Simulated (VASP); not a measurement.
# In (I4/mmm) in VASP: a series of runs

In is run at these levels: PBE; tasks: single point.

Everything below comes from runs of VASP 6.6.1. Logs are shortened: lines on timing, memory, paths and dates and some standing lists are left out, and cuts for length are marked.

## 1. The cell of the first run

The structure is tetragonal, space group I4/mmm (No. 139). The conventional cell has a = 3.285 Å, b = 3.285 Å, c = 4.849 Å, α = 90.00°, β = 90.00°, γ = 90.00°. Within 4.3 Å of In (site symmetry 4/mmm) lie 12 In at 3.29 to 3.36 Å.

## 2. Single point, PBE (z stretched by -2 % at fixed volume)

INCAR reads:

```
PREC = Accurate
ENCUT = 520
EDIFF = 1E-6
ISMEAR = -1
SIGMA = 0.05
LREAL = F
LASPH = T
NELM = 80
ALGO = Normal
ISIF = 2
LWAVE = F
LCHARG = F
GGA = PE
NBANDS = 12
```

KPOINTS reads:

```
Automatic mesh
0
Gamma
  14 14 14
```

POSCAR reads:

```
In
1.0
   -1.6426595604      1.6426595604      2.4244710000
    1.6426595604     -1.6426595604      2.4244710000
    1.6426595604      1.6426595604     -2.4244710000
In
1
Direct
    0.0000000000      0.0000000000      0.0000000000
```

Potentials or basis: VASP PAW PBE potentials, release 64 (In_d).

Command:

```
$ cat potpaw_PBE.64/In_d/POTCAR > POTCAR
$ mpirun -np 1 vasp_std > vasp.out
```

OUTCAR:

```text
PREC = Accurate
   ENCUT = 520
   EDIFF = 1E-6
   ISMEAR = -1
   LREAL = F
   LASPH = T
   NELM = 80
   ISIF = 2
   GGA = PE

 ion  position               nearest neighbor table
   1  0.000  0.000  0.000-

  LATTYP: Found a body centered tetragonal cell.
 ALAT       =     3.2853191208
 C/A-ratio  =     1.4759424646

  Lattice vectors:

 A1 = (  -1.6426595604,   1.6426595604,   2.4244710000)
 A2 = (   1.6426595604,  -1.6426595604,   2.4244710000)
 A3 = (   1.6426595604,   1.6426595604,  -2.4244710000)

Analysis of symmetry for initial positions (statically):
=====================================================================
 Subroutine PRICEL returns:
 Original cell was already a primitive cell.

 Routine SETGRP: Setting up the symmetry group for a
 body centered tetragonal supercell.

 Subroutine GETGRP returns: Found 16 space group operations
 (whereof 16 operations were pure point group operations)
 out of a pool of 16 trial point group operations.

The static configuration has the point symmetry D_4h.

Analysis of symmetry for dynamics (positions and initial velocities):
=====================================================================
 Subroutine PRICEL returns:
 Original cell was already a primitive cell.

 Routine SETGRP: Setting up the symmetry group for a
 body centered tetragonal supercell.

 Subroutine GETGRP returns: Found 16 space group operations
 (whereof 16 operations were pure point group operations)
 out of a pool of 16 trial point group operations.

The dynamic configuration has the point symmetry D_4h.

 Subroutine INISYM returns: Found 16 space group operations
 (whereof 16 operations are pure point group operations),
 and found     1 'primitive' translations

----------------------------------------------------------------------------------------

                                     Primitive cell

  volume of cell :      26.1681

  direct lattice vectors                    reciprocal lattice vectors
    -1.642659560  1.642659560  2.424471000     0.000000000  0.304384434  0.206230555
     1.642659560 -1.642659560  2.424471000     0.304384434  0.000000000  0.206230555
     1.642659560  1.642659560 -2.424471000     0.304384434  0.304384434  0.000000000

  length of vectors
     3.357785058  3.357785058  3.357785058     0.367669587  0.367669587  0.430464594

  position of ions in fractional coordinates (direct lattice)
     0.000000000  0.000000000  0.000000000

  ion indices of the primitive-cell ions
   primitive index   ion index
                 1           1

----------------------------------------------------------------------------------------

 KPOINTS: Automatic mesh

Automatic generation of k-mesh.
 Grid dimensions read from file:
 generate k-points for:   14   14   14

 Generating k-lattice:

  Cartesian coordinates                     Fractional coordinates (reciprocal lattice)
     0.000000000  0.021741745  0.014730754     0.071428571  0.000000000 -0.000000000
     0.021741745  0.000000000  0.014730754     0.000000000  0.071428571 -0.000000000
     0.021741745  0.021741745  0.000000000     0.000000000  0.000000000  0.071428571

  Length of vectors
     0.026262113  0.026262113  0.030747471

  Shift w.r.t. Gamma in fractional coordinates (k-lattice)
     0.000000000  0.000000000  0.000000000

 Subroutine IBZKPT returns following result:
 ===========================================

 Found    244 irreducible k-points:

 Following reciprocal coordinates:
            Coordinates               Weight
  0.000000  0.000000  0.000000      1.000000
  0.071429  0.000000 -0.000000      8.000000
  0.142857 -0.000000  0.000000      8.000000
  0.214286  0.000000  0.000000      8.000000
  0.285714  0.000000  0.000000      8.000000
  0.357143 -0.000000  0.000000      8.000000
[... 16 lines left out ...]
  0.214286  0.142857  0.000000     16.000000
  0.285714  0.142857  0.000000     16.000000
 [... further k-points ...]
   k-points           NKPTS =    244   k-points in BZ     NKDIM =    244   number of bands    NBANDS=     12
   number of dos      NEDOS =    301   number of ions     NIONS =      1
   total plane-waves  NPLWV =  21952
   dimension x,y,z NGX =    28 NGY =   28 NGZ =   28
   dimension x,y,z NGXF=    56 NGYF=   56 NGZF=   56
   ions per type =               1
   NGX,Y,Z   is equivalent  to a cutoff of  13.86, 13.86, 13.86 a.u.
   NGXF,Y,Z  is equivalent  to a cutoff of  27.73, 27.73, 27.73 a.u.
 SYSTEM =  unknown system
   PREC   = accura    normal or accurate (medium, high low for compatibility)
   ISTART =      0    job   : 0-new  1-cont  2-samecut
   ICHARG =      2    charge: 1-file 2-atom 10-const
   ISPIN  =      1    spin polarized calculation?
   LNONCOLLINEAR =      F non collinear calculations
   LSORBIT =      F    spin-orbit coupling
   LASPH  =      T    aspherical Exc in radial PAW
   ENCUT  =  520.0 eV  38.22 Ry    6.18 a.u.   6.24  6.24  6.24*2*pi/ulx,y,z
   NELM   =     80;   NELMIN=  2; NELMDL= -5     # of ELM steps
   EDIFF  = 0.1E-05   stopping-criterion for ELM
   LREAL  =      F    real-space projection
   EDIFFG = 0.1E-04   stopping-criterion for IOM
   NSW    =      0    number of steps for IOM
   IBRION =     -1    ionic relax: 0-MD 1-quasi-New 2-CG
   NFREE  =      0    steps in history (QN), initial steepest desc. (CG)
   ISIF   =      2    stress and relaxation
   ISYM   =      2    0-nonsym 1-usesym 2-fastsym
   POTIM  = 0.5000    time-step for ionic-motion
   TEBEG  =    0.0;   TEEND  =   0.0 temperature during run
   PSTRESS=    0.0 pullay stress
   NELECT =      13.0000    total number of electrons
   NUPDOWN=      -1.0000    fix difference up-down
   EMIN   =  10.00;   EMAX   =-10.00  energy-range for DOS
   EFERMI =   0.00;   METHOD = LEGACY
   ISMEAR =    -1;   SIGMA  =   0.05  broadening in eV -4-tet -1-fermi 0-gaus
   EFERMI_NEDOS =   21; number of points for ismear=-14 and -15
   IALGO  =     38    algorithm
   IMIX   =      4    mixing-type and parameters
     AMIX     =   0.40;   BMIX     =  1.00
     AMIX_MAG =   1.60;   BMIX_MAG =  1.00
  volume/ion in A,a.u.               =      26.17       176.59
  Fermi-wavevector in a.u.,A,eV,Ry     =   1.296578  2.450177 22.872944  1.681114
  Thomas-Fermi vector in A             =   2.428025
   LORBIT       =      0    0 simple, 1 ext, 2 COOP (PROOUT), +10 PAW based schemes
   GGA     = PE    functional components
[... 5 lines left out ...]
 non-spin polarized calculation
  energy-cutoff  :      520.00
  volume of cell :       26.17
 maximum number of plane-waves:       716
 NGX is ok and might be reduce to    28
   NGX = 13   NGY = 13   NGZ = 13

 number of electron      13.0000003 magnetization

 Free energy of the ion-electron system (eV)
  ---------------------------------------------------
  ext. energy  EPLUGINS =         0.00000000
  ---------------------------------------------------
  free energy    TOTEN  =        -2.55407703 eV

  energy without entropy =       -2.55015507  energy(sigma->0) =       -2.55211605

 E-fermi :   7.5606     XC(G=0): -10.2526

 val. band max:        7.5601097345   @ k =  -0.3571   0.4286   0.1429
 cond. band min:       7.6015981655   @ k =  -0.4286  -0.4286   0.1429
 fundamental gap:      0.0414884311
 Fermi energy:         7.5606241930

 k-point     1 :       0.0000    0.0000    0.0000
  band No.  band energies     occupation
      1      -7.1558      2.00000
      2      -7.0963      2.00000
      3      -7.0963      2.00000
      4      -6.9759      2.00000
      5      -6.9164      2.00000
      6      -2.0224      2.00000
      7      18.0657      0.00000
      8      18.0657      0.00000
      9      18.1747      0.00000
     10      19.0577      0.00000
     11      21.4739      0.00000
     12      21.5493      0.00000

 k-point     2 :       0.0714    0.0000   -0.0000
  band No.  band energies     occupation
      1      -7.1491      2.00000
      2      -7.0954      2.00000
      3      -7.0879      2.00000
      4      -6.9756      2.00000
      5      -6.9187      2.00000
      6      -1.9108      2.00000
      7      16.6897      0.00000
      8      17.8919      0.00000
      9      17.8995      0.00000
     10      18.8884      0.00000
     11      21.8680      0.00000
     12      21.8697      0.00000

 k-point     3 :       0.1429   -0.0000    0.0000
  band No.  band energies     occupation
      1      -7.1381      2.00000
      2      -7.0924      2.00000
      3      -7.0679      2.00000
      4      -6.9682      2.00000
      5      -6.9216      2.00000
      6      -1.5731      2.00000
      7      14.2691      0.00000
      8      17.3485      0.00000
      9      17.5320      0.00000
     10      18.8169      0.00000
     11      21.9430      0.00000
     12      22.6887      0.00000

 k-point     4 :       0.2143    0.0000    0.0000
  band No.  band energies     occupation
      1      -7.1386      2.00000
      2      -7.0928      2.00000
      3      -7.0521      2.00000
      4      -6.9387      2.00000
      5      -6.9121      2.00000
      6      -1.0040      2.00000
      7      11.8311      0.00000
      8      16.7581      0.00000
      9      17.1394      0.00000
     10      18.7485      0.00000
     11      21.0732      0.00000
     12      22.5631      0.00000

 k-point     5 :       0.2857    0.0000    0.0000
  band No.  band energies     occupation
      1      -7.1501      2.00000
      2      -7.1032      2.00000
      3      -7.0539      2.00000
      4      -6.8876      2.00000
      5      -6.8815      2.00000
      6      -0.1994      2.00000
      7       9.5230      0.00000
      8      16.2280      0.00000
      9      16.8048      0.00000
     10      18.6651      0.00000
     11      20.3553      0.00000
     12      21.7717      0.00000

 k-point     6 :       0.3571   -0.0000    0.0000
  band No.  band energies     occupation
      1      -7.1657      2.00000
      2      -7.1174      2.00000
      3      -7.0662      2.00000
      4      -6.8427      2.00000
      5      -6.8333      2.00000
      6       0.8389      2.00000
      7       7.3924      1.93314
      8      15.8114      0.00000
      9      16.5580      0.00000
     10      18.5724      0.00000
     11      19.8455      0.00000
     12      21.0561      0.00000

 k-point     7 :       0.4286    0.0000    0.0000
  band No.  band energies     occupation
      1      -7.1785      2.00000
      2      -7.1284      2.00000
      3      -7.0776      2.00000
      4      -6.8126      2.00000
      5      -6.7933      2.00000
      6       2.0922      2.00000
      7       5.4779      2.00000
      8      15.5450      0.00000
      9      16.4084      0.00000
     10      18.4950      0.00000
     11      19.5447      0.00000
     12      20.6145      0.00000

 k-point     8 :       0.5000   -0.0000    0.0000
  band No.  band energies     occupation
      1      -7.1834      2.00000
      2      -7.1325      2.00000
      3      -7.0820      2.00000
      4      -6.8015      2.00000
      5      -6.7787      2.00000
      6       3.2056      2.00000
      7       4.1432      2.00000
      8      15.4532      0.00000
      9      16.3585      0.00000
     10      18.4644      0.00000
     11      19.4453      0.00000
     12      20.4653      0.00000
[... 166 lines left out ...]
 k-point    20 :      -0.1429    0.0714   -0.0000
  band No.  band energies     occupation
      1      -7.1240      2.00000
      2      -7.1057      2.00000
      3      -7.0634      2.00000
      4      -6.9701      2.00000
      5      -6.9276      2.00000
      6      -1.6030      2.00000
      7      15.1075      0.00000
      8      16.4991      0.00000
      9      17.3688      0.00000
     10      18.6707      0.00000
     11      21.7460      0.00000
     12      22.5025      0.00000

 k-point    21 :      -0.0714    0.0714    0.0000
  band No.  band energies     occupation
      1      -7.1362      2.00000
      2      -7.1078      2.00000
      3      -7.0816      2.00000
      4      -6.9725      2.00000
      5      -6.9236      2.00000
      6      -1.8695      2.00000
      7      17.1460      0.00000
      8      17.2584      0.00000
      9      17.5185      0.00000
     10      18.4053      0.00000
     11      22.4736      0.00000
     12      22.5613      0.00000

 k-point    22 :       0.1429    0.1429    0.0000
  band No.  band energies     occupation
      1      -7.1372      2.00000
      2      -7.0595      2.00000
      3      -7.0459      2.00000
      4      -6.9865      2.00000
      5      -6.8902      2.00000
      6      -0.8317      2.00000
      7      12.8979      0.00000
      8      13.2517      0.00000
      9      17.9003      0.00000
     10      20.0268      0.00000
     11      20.1012      0.00000
     12      21.4346      0.00000

 k-point    23 :       0.2143    0.1429    0.0000
  band No.  band energies     occupation
      1      -7.1295      2.00000
      2      -7.0744      2.00000
      3      -7.0294      2.00000
      4      -6.9658      2.00000
      5      -6.8697      2.00000
      6      -0.1135      2.00000
      7      10.7189      0.00000
      8      12.7785      0.00000
      9      17.0290      0.00000
     10      19.1721      0.00000
     11      20.5332      0.00000
     12      21.3824      0.00000

 k-point    24 :       0.2857    0.1429    0.0000
  band No.  band energies     occupation
      1      -7.1272      2.00000
      2      -7.0926      2.00000
      3      -7.0411      2.00000
      4      -6.9071      2.00000
      5      -6.8527      2.00000
      6       0.8360      2.00000
      7       8.5462      0.00000
      8      12.6588      0.00000
      9      16.0946      0.00000
     10      18.2808      0.00000
     11      20.6823      0.00000
     12      21.5955      0.00000

 [... further k-points ...]

------------------------ aborting loop because EDIFF is reached ----------------------------------------

  FORCE on cell =-STRESS in cart. coord.  units (eV):
  Direction    XX          YY          ZZ          XY          YZ          ZX
  --------------------------------------------------------------------------------------
  -------------------------------------------------------------------------------------
  Total        0.2727514      0.2727514      0.3843855      0.0000000      0.0000000      0.0000000
  in kB       16.6995786     16.6995786     23.5345263      0.0000000      0.0000000      0.0000000
  external PRESSURE =      18.9778945 kB  Pullay stress =       0.0000000 kB

 VOLUME and BASIS-vectors are now :
 -----------------------------------------------------------------------------
  energy-cutoff  :      520.00
  volume of cell :       26.17
      direct lattice vectors                 reciprocal lattice vectors
    -1.642659560  1.642659560  2.424471000     0.000000000  0.304384434  0.206230555
     1.642659560 -1.642659560  2.424471000     0.304384434  0.000000000  0.206230555
     1.642659560  1.642659560 -2.424471000     0.304384434  0.304384434  0.000000000

 POSITION                                       TOTAL-FORCE (eV/Angst)
 -----------------------------------------------------------------------------------
      0.00000      0.00000      0.00000        -0.000000      0.000000     -0.000000
 -----------------------------------------------------------------------------------
    total drift:                               -0.000000     -0.000000     -0.000000

  FREE ENERGIE OF THE ION-ELECTRON SYSTEM (eV)
  ---------------------------------------------------
  free  energy   TOTEN  =        -2.5540770343 eV

  energy  without entropy=       -2.5501550700  energy(sigma->0) =       -2.55211605
```

Wall time 1.8 min (1 thread of Intel Xeon 8259CL, shared host); peak memory 0.21 GiB.

Results:

| Property | Result |
| --- | --- |
| Free energy | -2.5541 eV |
| Pressure | 1.9 GPa |
| Band gap on the k mesh | zero (an odd number of electrons rules out a gap without spin polarisation) |

Caveat: spin-orbit coupling is left out, which moves the levels of the heavy elements.

## 3. Single point, PBE

INCAR reads:

```
PREC     = Accurate       # precision mode
ENCUT    = 520            # plane-wave cutoff, eV
EDIFF    = 1E-7           # SCF threshold, eV
ISMEAR   = -1             # smearing method
SIGMA    = 0.05           # smearing width, eV
LREAL    = F              # projectors in reciprocal space
LASPH    = T              # aspherical terms in the spheres
NELM     = 80             # most SCF steps
ALGO     = Normal         # electronic algorithm
ISIF     = 2              # what is computed and relaxed
LWAVE    = F              # write WAVECAR
LCHARG   = T              # write CHGCAR
GGA      = PE             # functional
LELF     = T              # ELF
LVHAR    = T            
NBANDS   = 12             # bands
```

KPOINTS is that of step 2.

POSCAR reads:

```
In
1.0
   -1.6261500000      1.6261500000      2.4739500000
    1.6261500000     -1.6261500000      2.4739500000
    1.6261500000      1.6261500000     -2.4739500000
In
1
Direct
    0.0000000000      0.0000000000      0.0000000000
```

Potentials or basis: VASP PAW PBE potentials, release 64 (In_d).

Command:

```
$ cat potpaw_PBE.64/In_d/POTCAR > POTCAR
$ mpirun -np 1 vasp_std > vasp.out
```

Run time: 2.1 min. Hardware: 1 thread of Intel Xeon 8259CL, shared host; peak memory 0.21 GiB.

It converged, with:

```yaml
Free_energy: -2.5557 eV
Pressure: 1.9 GPa
Band_gap_on_the_k_mesh: zero (an odd number of electrons rules out a gap without spin polarisation)
```

Stress tensor (GPa, compression positive):
```
1.79 0.00 0.00
0.00 1.79 0.00
0.00 0.00 2.06
```

Levels at points of the mesh, in eV from the Fermi level:
```tsv
k point	band 2	band 3	band 4	band 5	band 6	band 7	band 8	band 9	band 10	band 11
(0.00, 0.00, 0.00)	-14.65	-14.65	-14.57	-14.46	-9.59	10.50	10.50	10.67	11.53	13.91
(0.50, 0.00, 0.00)	-14.72	-14.63	-14.37	-14.34	-4.35	-3.42	7.49	9.11	11.06	11.38
(0.50, 0.50, 0.00)	-14.81	-14.37	-14.36	-14.27	-2.00	-1.70	3.48	3.91	6.98	7.29
(0.50, 0.50, 0.50)	-14.81	-14.36	-14.33	-14.33	-2.97	-2.71	4.68	4.68	8.14	8.15
```

Caveat: spin-orbit coupling is left out, which moves the levels of the heavy elements.

## 4. Single point, PBE, non-collinear spin, zero start, spin-orbit coupling

INCAR reads:

```
PREC = Accurate
ENCUT = 520
EDIFF = 1E-6
ISMEAR = -1
SIGMA = 0.05
LREAL = False
LASPH = True
NELM = 150
ALGO = Normal
ISIF = 2
LWAVE = False
LCHARG = False
MAGMOM = 0 0 0
LORBIT = 11
LSORBIT = True
GGA_COMPAT = False
LORBMOM = True
GGA = PE
NBANDS = 24
```

KPOINTS reads:

```
regular mesh
0
Gamma
  14 14 14
```

POSCAR is that of step 3.

Command:

```
$ cat potpaw_PBE.64/In_d/POTCAR > POTCAR
$ mpirun -np 1 vasp_ncl > vasp.out
```

Run time: 9.6 min. Hardware: 1 thread of Intel Xeon 8259CL, shared host; peak memory 0.38 GiB.

It converged, with:

| Property | Result |
| --- | --- |
| Free energy | -2.5906 eV |
| Pressure | 1.9 GPa |
| Net moment | 0.00 μB per cell |
| Valence electrons inside the program's atomic spheres | In 11.34 |

Stress tensor (GPa, compression positive):
```
1.75 0.00 0.00
0.00 1.75 0.00
0.00 0.00 2.05
```

Moments on the atoms (μB; x, y, z):
```
In  0.00 0.00 0.00
```

## 5. The runs side by side

| spin | cell | gap on the mesh (eV) | pressure (GPa) |
| --- | --- | --- | --- |
| off | a = 3.358 Å, angles 121.4, 121.4, 87.6°, 1 atom | none | 1.9 |
| off | a = 3.378 Å, angles 122.4, 122.4, 85.8°, 1 atom | none | 1.9 |
| non-collinear, zero start, SOC | a = 3.378 Å, angles 122.4, 122.4, 85.8°, 1 atom | - | 1.9 |

Alike in all rows: task single point; level PBE; potentials or basis VASP PAW PBE potentials, release 64 (In_d); k mesh 14 × 14 × 14; cutoff (eV) 520; smearing fermi-dirac 0.05 eV.

Caveats: spin-orbit coupling is left out, which moves the levels of the heavy elements (at least some runs).

Absolute energies hang on the potentials; compare differences alone.
